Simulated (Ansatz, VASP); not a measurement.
MgB2: VASP beside Ansatz

INCAR

```
SYSTEM = MgB2
ALGO = Normal
EDIFF = 1E-6
ENCUT = 750
GGA = PS
GGA_COMPAT = .False.
ISIF = 2
ISMEAR = 0
LASPH = .True.
LCHARG = .False.
LREAL = .False.
LWAVE = .False.
NBANDS = 15
NELM = 120
PREC = Accurate
SIGMA = 0.1
```

Contents of KPOINTS:

```
k-points
0
Gamma
  6 6 6
  0 0 0
```

POSCAR

```
MgB2
1.0
    3.0850000000      0.0000000000      0.0000000000
   -1.5425000000      2.6716883707      0.0000000000
    0.0000000000      0.0000000000      3.5230000000
Mg B
1 2
Direct
    0.0000000000      0.0000000000      0.0000000000
    0.3333333333      0.6666666667      0.5000000000
    0.6666666667      0.3333333333      0.5000000000
```

Input for Ansatz:

```yaml
crystal:
  lattice:
    - [3.085, 0.0, 0.0]
    - [-1.5425, 2.6716883707, 0.0]
    - [0.0, 0.0, 3.523]
  atoms:
    - { symbol: Mg, position: [0.0, 0.0, 0.0] }
    - { symbol: B, position: [0.3333333333, 0.6666666667, 0.5] }
    - { symbol: B, position: [0.6666666667, 0.3333333333, 0.5] }
basis:
  ecutwfc: 420
kpoints:
  mp_grid: { grid: [6, 6, 6] }
hamiltonian:
  xc: pbesol
scf:
  occupations: { method: gaussian, width: 0.1 }
output:
  forces: true
  stress: true
  eigenvalues: true
```

Alike in both runs: task single point; functional PBEsol; k mesh 6 × 6 × 6; occupations gaussian, width 0.1 eV; no spin polarisation.

|  | VASP | Ansatz |
| --- | --- | --- |
| version | VASP 6.6.1 | Ansatz 0.2.0 |
| potentials or method | VASP PAW PBE potentials, release 64 (Mg_sv, B), cutoff 750 eV | scalar-relativistic, plane waves, PAW |
| valence electrons in the cell | 16 | 16 |

Ansatz gave:

| Item | Value |
| --- | --- |
| gap on the k mesh at the Fermi level (eV) | none |
| pressure (GPa) | -3.0 |
| traceless stress, the component that is largest in VASP (GPa) | -0.89 |

Question: What did VASP give for the same quantities?

Answer: gap on the k mesh at the Fermi level (eV): none; pressure (GPa): -3.2; traceless stress, the component that is largest in VASP (GPa): -0.92.

VASP's potentials were made for PBE, not for PBEsol. A gap of «none» marks a metal or a gap that the smearing closes.

The k mesh is coarse, so the values compare programs but aren't converged.
